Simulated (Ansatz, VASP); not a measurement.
## Two plane-wave programs on BaS

```
CELL_PARAMETERS angstrom
0.00000 3.27744 3.27744
3.27744 0.00000 3.27744
3.27744 3.27744 0.00000
ATOMIC_POSITIONS crystal
Ba 0.00000 0.00000 0.00000
S 0.50000 0.50000 0.50000
```

Alike in both runs: task single point; functional PBE; k mesh 8 × 8 × 8; occupations gaussian, width 0.02 eV; no spin polarisation.

|  | VASP | Ansatz |
| --- | --- | --- |
| version | VASP 6.6.1 | Ansatz 0.2.0 |
| potentials or method | VASP PAW PBE potentials, release 64 (Ba_sv, S), cutoff 520 eV | scalar-relativistic, plane waves, PAW |
| valence electrons in the cell | 16 | 16 |

```csv
,VASP,Ansatz,Ansatz less VASP
gap on the k mesh at the Fermi level (eV),2.22,2.30,+0.083
least direct gap on the mesh (eV),2.39,2.45,+0.057
pressure (GPa),-1.7,-2.1,-0.44
```

Spin-orbit coupling is off throughout.
